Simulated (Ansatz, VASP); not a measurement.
## Al: VASP beside Ansatz

Contents of INCAR:

```
  PREC = Accurate
  ENCUT = 520
  EDIFF = 1E-6
  ISMEAR = 0
  SIGMA = 0.1
  LREAL = False
  LASPH = True
  NELM = 60
  ALGO = Normal
  ISIF = 2
  LWAVE = False
  LCHARG = False
  GGA = PS
  NBANDS = 8
```

Contents of KPOINTS:

```
Automatic mesh
0
Gamma
  18 18 18
```

Contents of POSCAR:

```
Al
1.0
    0.0000000000      1.9835813592      1.9835813592
    1.9835813592      0.0000000000      1.9835813592
    1.9835813592      1.9835813592      0.0000000000
Al
1
Direct
    0.0000000000      0.0000000000      0.0000000000
```

Input for Ansatz:

```yaml
crystal:
  lattice:
    - [0.0, 1.9835813592, 1.9835813592]
    - [1.9835813592, 0.0, 1.9835813592]
    - [1.9835813592, 1.9835813592, 0.0]
  atoms:
    - { symbol: Al, position: [0.0, 0.0, 0.0] }
basis:
  ecutwfc: 420
kpoints:
  mp_grid: { grid: [18, 18, 18] }
hamiltonian:
  xc: pbesol
scf:
  occupations: { method: gaussian, width: 0.1 }
output:
  forces: true
  stress: true
  eigenvalues: true
```

Alike in both runs: task single point; functional PBEsol; k mesh 18 × 18 × 18; occupations gaussian, width 0.1 eV; no spin polarisation.

```csv
,VASP,Ansatz
version,VASP 6.6.1,Ansatz 0.2.0
potentials or method,"VASP PAW PBE potentials, release 64 (Al), cutoff 520 eV","scalar-relativistic, plane waves, PAW"
valence electrons in the cell,3,3
```

```csv
,VASP,Ansatz,Ansatz less VASP
gap on the k mesh at the Fermi level (eV),none,none,-
pressure (GPa),3.2,3.2,-0.08
```

VASP's potentials were made for PBE, not for PBEsol. A gap of «none» marks a metal or a gap that the smearing closes.
